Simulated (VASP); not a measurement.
Here is a VASP 6.6.1 calculation.

The input INCAR:

```
  PREC = Accurate
  ENCUT = 520
  EDIFF = 1E-6
  ISMEAR = 0
  SIGMA = 0.1
  LREAL = False
  LASPH = True
  NELM = 60
  ALGO = Fast
  ISIF = 2
  LWAVE = False
  LCHARG = False
  LDIPOL = True
  IDIPOL = 3
  DIPOL = 0.5 0.5 0.322
  GGA = PE
  IVDW = 12
  NBANDS = 30
```

The input KPOINTS:

```
regular mesh
0
Gamma
  9 9 1
```

File POSCAR:

```
Si4Ni2Cl
1.0
    3.8050033461      0.0000000000      0.0000000000
   -1.9025016731      3.2952295592      0.0000000000
    0.0000000000      0.0000000000     21.9577178808
Si Ni Cl
4 2 1
Direct
    0.0000000000      0.0000000000      0.1821682937
    0.3333333333      0.6666666667      0.2529127180
    0.6666666667      0.3333333333      0.3239192411
    0.0000000000      0.0000000000      0.3897362161
    0.6666666667      0.3333333333      0.2175405058
    0.3333333333      0.6666666667      0.3579573807
    0.1666666667      0.3333333333      0.5309166437
```

Potentials or basis: VASP PAW PBE potentials, release 64 (Si, Ni, Cl).

Launch:

```console
$ cat potpaw_PBE.64/Si/POTCAR potpaw_PBE.64/Ni/POTCAR potpaw_PBE.64/Cl/POTCAR > POTCAR
$ mpirun -np 1 vasp_std > vasp.out
```

Predict the dispersion energy per atom.

-0.287 eV.

Predict the band gap on the k mesh.

zero (an odd number of electrons rules out a gap without spin polarisation).

Forces in eV/Å, atoms in the order of the input:
```
Si   0.000  0.019  0.632
Si   0.000  0.037 -0.483
Si   0.000 -0.042  0.205
Si   0.000  0.255  1.310
Ni   0.000 -0.009 -0.270
Ni   0.000  0.082 -0.384
Cl   0.000 -0.342 -1.010
```

Caveat: an odd number of electrons without spin polarisation forces a metal; a magnetic or distorted state may lie lower. Spin polarisation is off, so any magnetic state and its effect on volume and gap are missing.
